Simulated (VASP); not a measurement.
# Sr3Pt (Pm-3m) in VASP: a series of runs

Sr3Pt is run at these levels: PBE; tasks: single point, relaxation of cell and atoms.

All numbers are computed with VASP 6.6.1; they aren't measurements. Logs are shortened: lines on timing, memory, paths and dates and some standing lists are left out, and cuts for length are marked.

### Step 1. The cell of the first run

The structure is cubic, space group Pm-3m (No. 221). The conventional cell has a = 5.142 Å, b = 5.142 Å, c = 5.142 Å, α = 90.00°, β = 90.00°, γ = 90.00°. Sr (site symmetry 4/mmm) has 8 Sr at 3.64 Å and 4 Pt at 3.64 Å within 4.8 Å. Pt (site symmetry m-3m) has 12 Sr at 3.64 Å within 4.8 Å.

### Step 2. Single point, PBE

Input file INCAR:

```
PREC = Accurate
ENCUT = 520
EDIFF = 1E-6
ISMEAR = 0
SIGMA = 0.1
LREAL = False
LASPH = True
NELM = 100
ALGO = Normal
ISIF = 2
LWAVE = False
LCHARG = False
GGA = PE
NBANDS = 28
```

Input file KPOINTS:

```
Automatic mesh
0
Gamma
  10 10 10
```

Input file POSCAR:

```
Sr3Pt
1.0
    5.1424702605      0.0000000000      0.0000000000
    0.0000000000      5.1424702605      0.0000000000
    0.0000000000      0.0000000000      5.1424702605
Sr Pt
3 1
Direct
    0.5000000000      0.0000000000      0.0000000000
    0.0000000000      0.5000000000      0.0000000000
    0.0000000000      0.0000000000      0.5000000000
    0.5000000000      0.5000000000      0.5000000000
```

Potentials or basis: VASP PAW PBE potentials, release 64 (Sr_sv, Pt).

Run with:

```console
cat potpaw_PBE.64/Sr_sv/POTCAR potpaw_PBE.64/Pt/POTCAR > POTCAR
mpirun -np 1 vasp_std > vasp.out
```

OUTCAR:

```text
PREC = Accurate
   ENCUT = 520
   EDIFF = 1E-6
   ISMEAR = 0
   LREAL = False
   LASPH = True
   NELM = 100
   ISIF = 2
   GGA = PE

 ion  position               nearest neighbor table
   1  0.500  0.000  0.000-   2 3.64   3 3.64   4 3.64   3 3.64   4 3.64   2 3.64   4 3.64   4 3.64
                             2 3.64   3 3.64   3 3.64   2 3.64
   2  0.000  0.500  0.000-   1 3.64   3 3.64   4 3.64   3 3.64   4 3.64   1 3.64   3 3.64   3 3.64
                             1 3.64   4 3.64   4 3.64   1 3.64
   3  0.000  0.000  0.500-   1 3.64   2 3.64   4 3.64   1 3.64   2 3.64   2 3.64   4 3.64   2 3.64
                             1 3.64   4 3.64   1 3.64   4 3.64
   4  0.500  0.500  0.500-   1 3.64   2 3.64   3 3.64   1 3.64   2 3.64   1 3.64   3 3.64   1 3.64
                             2 3.64   3 3.64   2 3.64   3 3.64

  LATTYP: Found a simple cubic cell.
 ALAT       =     5.1424702605

  Lattice vectors:

 A1 = (   5.1424702605,   0.0000000000,   0.0000000000)
 A2 = (   0.0000000000,   5.1424702605,   0.0000000000)
 A3 = (   0.0000000000,   0.0000000000,   5.1424702605)

Analysis of symmetry for initial positions (statically):
=====================================================================
 Subroutine PRICEL returns:
 Original cell was already a primitive cell.

 Routine SETGRP: Setting up the symmetry group for a
 simple cubic supercell.

 Subroutine GETGRP returns: Found 48 space group operations
 (whereof 48 operations were pure point group operations)
 out of a pool of 48 trial point group operations.

The static configuration has the point symmetry O_h .

Analysis of symmetry for dynamics (positions and initial velocities):
=====================================================================
 Subroutine PRICEL returns:
 Original cell was already a primitive cell.

 Routine SETGRP: Setting up the symmetry group for a
 simple cubic supercell.

 Subroutine GETGRP returns: Found 48 space group operations
 (whereof 48 operations were pure point group operations)
 out of a pool of 48 trial point group operations.

The dynamic configuration has the point symmetry O_h .

 Subroutine INISYM returns: Found 48 space group operations
 (whereof 48 operations are pure point group operations),
 and found     1 'primitive' translations

----------------------------------------------------------------------------------------

                                     Primitive cell
[... 89 lines left out ...]
   ISPIN  =      1    spin polarized calculation?
   LNONCOLLINEAR =      F non collinear calculations
   LSORBIT =      F    spin-orbit coupling
   LASPH  =      T    aspherical Exc in radial PAW
   ENCUT  =  520.0 eV  38.22 Ry    6.18 a.u.   9.56  9.56  9.56*2*pi/ulx,y,z
   NELM   =    100;   NELMIN=  2; NELMDL= -5     # of ELM steps
   EDIFF  = 0.1E-05   stopping-criterion for ELM
   LREAL  =      F    real-space projection
   EDIFFG = 0.1E-04   stopping-criterion for IOM
   NSW    =      0    number of steps for IOM
   IBRION =     -1    ionic relax: 0-MD 1-quasi-New 2-CG
   NFREE  =      0    steps in history (QN), initial steepest desc. (CG)
   ISIF   =      2    stress and relaxation
   ISYM   =      2    0-nonsym 1-usesym 2-fastsym
   POTIM  = 0.5000    time-step for ionic-motion
   TEBEG  =    0.0;   TEEND  =   0.0 temperature during run
   PSTRESS=    0.0 pullay stress
   NELECT =      40.0000    total number of electrons
   NUPDOWN=      -1.0000    fix difference up-down
   EMIN   =  10.00;   EMAX   =-10.00  energy-range for DOS
   EFERMI =   0.00;   METHOD = LEGACY
   ISMEAR =     0;   SIGMA  =   0.10  broadening in eV -4-tet -1-fermi 0-gaus
   EFERMI_NEDOS =   21; number of points for ismear=-14 and -15
   IALGO  =     38    algorithm
   IMIX   =      4    mixing-type and parameters
     AMIX     =   0.40;   BMIX     =  1.00
     AMIX_MAG =   1.60;   BMIX_MAG =  1.00
  volume/ion in A,a.u.               =      34.00       229.43
  Fermi-wavevector in a.u.,A,eV,Ry     =   1.088737  2.057415 16.127646  1.185349
  Thomas-Fermi vector in A             =   2.224925
   LORBIT       =      0    0 simple, 1 ext, 2 COOP (PROOUT), +10 PAW based schemes
   GGA     = PE    functional components
   LHFCALC =     F    Hartree Fock is set to
   AEXX    =    0.0000 exact exchange contribution
   IVDW    =     0    specifies the selected vdW correction
   LEPSILON=     F    determine dielectric tensor
   LRPA    =     F    only Hartree local field effects (RPA)
 non-spin polarized calculation
 Gauss-broadening in eV      SIGMA  =   0.10
  energy-cutoff  :      520.00
  volume of cell :      135.99
 maximum number of plane-waves:      3743
 NGX is ok and might be reduce to    40
   NGX = 19   NGY = 19   NGZ = 19

 number of electron      39.9999997 magnetization

 Free energy of the ion-electron system (eV)
  ---------------------------------------------------
  ext. energy  EPLUGINS =         0.00000000
  ---------------------------------------------------
  free energy    TOTEN  =       -11.47642349 eV

  energy without entropy =      -11.45601533  energy(sigma->0) =      -11.46621941

 E-fermi :   3.4074     XC(G=0):  -8.9632

 val. band max:        3.3896906287   @ k =   0.4000   0.4000   0.1000
 cond. band min:       3.4085731833   @ k =   0.4000   0.3000   0.0000
 fundamental gap:      0.0188825545
 Fermi energy:         3.4073601040

 k-point     1 :       0.0000    0.0000    0.0000
  band No.  band energies     occupation
      1     -32.7362      2.00000
      2     -32.6250      2.00000
      3     -32.6250      2.00000
      4     -15.0415      2.00000
      5     -15.0415      2.00000
      6     -15.0415      2.00000
[... 733 lines left out ...]
     27       5.9252      0.00000
     28       7.1340      0.00000

 [... further k-points ...]
[... 5 lines left out ...]
  --------------------------------------------------------------------------------------
  -------------------------------------------------------------------------------------
  Total        0.0262536      0.0262536      0.0262536      0.0000000      0.0000000      0.0000000
  in kB        0.3093030      0.3093030      0.3093030      0.0000000      0.0000000      0.0000000
  external PRESSURE =       0.3093030 kB  Pullay stress =       0.0000000 kB

 VOLUME and BASIS-vectors are now :
 -----------------------------------------------------------------------------
  energy-cutoff  :      520.00
  volume of cell :      135.99
      direct lattice vectors                 reciprocal lattice vectors
     5.142470260  0.000000000  0.000000000     0.194459073  0.000000000  0.000000000
     0.000000000  5.142470260  0.000000000     0.000000000  0.194459073  0.000000000
     0.000000000  0.000000000  5.142470260     0.000000000  0.000000000  0.194459073

 POSITION                                       TOTAL-FORCE (eV/Angst)
 -----------------------------------------------------------------------------------
      2.57124      0.00000      0.00000         0.000000      0.000000      0.000000
      0.00000      2.57124      0.00000         0.000000      0.000000      0.000000
      0.00000      0.00000      2.57124         0.000000      0.000000      0.000000
      2.57124      2.57124      2.57124         0.000000      0.000000      0.000000
 -----------------------------------------------------------------------------------
    total drift:                                0.000000      0.000000     -0.000000

  FREE ENERGIE OF THE ION-ELECTRON SYSTEM (eV)
  ---------------------------------------------------
  free  energy   TOTEN  =       -11.4764234856 eV

  energy  without entropy=      -11.4560153330  energy(sigma->0) =      -11.46621941
```

OSZICAR:

```text
N       E                     dE             d eps       ncg     rms          rms(c)
DAV:   1     0.243450548499E+03    0.24345E+03   -0.19241E+04  3136   0.129E+03
DAV:   2     0.759588314403E+01   -0.23585E+03   -0.22953E+03  3632   0.294E+02
DAV:   3    -0.107214378879E+02   -0.18317E+02   -0.18057E+02  5016   0.599E+01
DAV:   4    -0.116627134721E+02   -0.94128E+00   -0.93746E+00  4468   0.120E+01
DAV:   5    -0.116885673235E+02   -0.25854E-01   -0.25848E-01  4456   0.188E+00    0.255E+01
DAV:   6    -0.115635330244E+02    0.12503E+00   -0.84936E-01  3844   0.404E+00    0.135E+01
DAV:   7    -0.116150627069E+02   -0.51530E-01   -0.12391E+00  3740   0.397E+00    0.657E+00
DAV:   8    -0.114740539656E+02    0.14101E+00   -0.76605E-01  3948   0.326E+00    0.544E-01
DAV:   9    -0.114761705455E+02   -0.21166E-02   -0.22677E-02  3756   0.527E-01    0.434E-01
DAV:  10    -0.114762836742E+02   -0.11313E-03   -0.13773E-03  4448   0.150E-01    0.120E-01
DAV:  11    -0.114764291434E+02   -0.14547E-03   -0.20740E-04  3888   0.739E-02    0.246E-02
DAV:  12    -0.114764227503E+02    0.63931E-05   -0.54539E-05  3508   0.284E-02    0.911E-03
DAV:  13    -0.114764238209E+02   -0.10706E-05   -0.52712E-06  3088   0.103E-02    0.385E-03
DAV:  14    -0.114764234856E+02    0.33528E-06   -0.42986E-07  2108   0.333E-03
   1 F= -.11476423E+02 E0= -.11466219E+02  d E =-.204082E-01
```

Wall time 3.3 min (1 thread of AMD EPYC 7R43 (Zen 3), shared host); peak memory 0.33 GiB.

Results:

```yaml
Free_energy: -11.4764 eV
Pressure: 0.0 GPa
Band_gap_on_the_k_mesh: zero (band 20 reaches 4.53 eV, above the bottom of band 21 at 3.14 eV)
```

Levels at points of the mesh, in eV from the Fermi level:
```csv
k point,band 16,band 17,band 18,band 19,band 20,band 21,band 22,band 23,band 24,band 25
"(0.00, 0.00, 0.00)",-2.21,-2.21,-2.21,-1.94,1.12,1.12,1.12,1.40,1.40,2.27
"(0.50, 0.00, 0.00)",-2.11,-1.99,-1.99,-1.80,-0.42,0.74,0.74,1.04,2.33,2.33
"(0.50, 0.50, 0.00)",-1.99,-1.99,-1.76,-1.05,-1.05,-0.27,0.62,1.25,1.42,1.42
"(0.50, 0.50, 0.50)",-2.48,-1.83,-1.83,0.16,0.16,0.16,0.85,0.85,0.85,1.22
```

Caveat: spin-orbit coupling is left out, which moves the levels of the heavy elements.

### Step 3. Relaxation of cell and atoms, PBE

Input file INCAR:

```
SYSTEM = Sr3Pt
PREC = Accurate ; ENCUT = 600
EDIFF = 1E-6 ; ISMEAR = 0
SIGMA = 0.1 ; LREAL = .False.
LASPH = .True. ; NELM = 100
ALGO = Normal ; ISIF = 3
LWAVE = .False. ; LCHARG = .False.
GGA = PE ; IBRION = 2
NSW = 100 ; EDIFFG = -0.01
```

Input file KPOINTS:

```
Automatic mesh
0
Gamma
  10 10 10
  0 0 0
```

Input file POSCAR:

```
Sr3Pt
1.0
    5.1458696171      0.0000000000      0.0000000000
    0.0000000000      5.1458696171      0.0000000000
    0.0000000000      0.0000000000      5.1458696171
Sr Pt
3 1
Direct
    0.5000000000      0.0000000000      0.0000000000
    0.0000000000      0.5000000000      0.0000000000
    0.0000000000      0.0000000000      0.5000000000
    0.5000000000      0.5000000000      0.5000000000
```

Potentials or basis: VASP PAW PBE potentials, release 64 (Sr_sv, Pt).

Run with:

```console
cat potpaw_PBE.64/Sr_sv/POTCAR potpaw_PBE.64/Pt/POTCAR > POTCAR
mpirun -np 1 vasp_std > vasp.out
```

Run time: 3.7 min. Hardware: 1 thread of AMD EPYC 7R43 (Zen 3), shared host; peak memory 0.35 GiB.

The run converged. Its results:

```
Free energy             : -11.4761 eV
Pressure after relaxing : 0.0 GPa
Band gap on the k mesh  : zero (band 20 reaches 4.51 eV, above the bottom of band 21 at 3.12 eV)
```

Final structure:
```yaml
crystal:
  lattice:
    - [5.14587, 0.00000, 0.00000]
    - [0.00000, 5.14587, 0.00000]
    - [0.00000, 0.00000, 5.14587]
  atoms:
    - { symbol: Sr, position: [0.50000, 0.00000, 0.00000] }
    - { symbol: Sr, position: [0.00000, 0.50000, 0.00000] }
    - { symbol: Sr, position: [0.00000, 0.00000, 0.50000] }
    - { symbol: Pt, position: [0.50000, 0.50000, 0.50000] }
```

Levels at points of the mesh, in eV from the Fermi level:
```tsv
k point	band 17	band 18	band 19	band 20	band 21	band 22	band 23	band 24
(0.00, 0.00, 0.00)	-2.20	-2.20	-1.93	1.12	1.12	1.12	1.40	1.40
(0.50, 0.00, 0.00)	-1.99	-1.99	-1.80	-0.42	0.74	0.74	1.04	2.33
(0.50, 0.50, 0.00)	-1.99	-1.75	-1.05	-1.05	-0.27	0.62	1.25	1.42
(0.50, 0.50, 0.50)	-1.82	-1.82	0.16	0.16	0.16	0.85	0.85	0.85
```

Caveat: the relaxation stopped at its first step, so nothing moved; spin-orbit coupling is left out, which moves the levels of the heavy elements.

(Continued in part 2 of 2.)
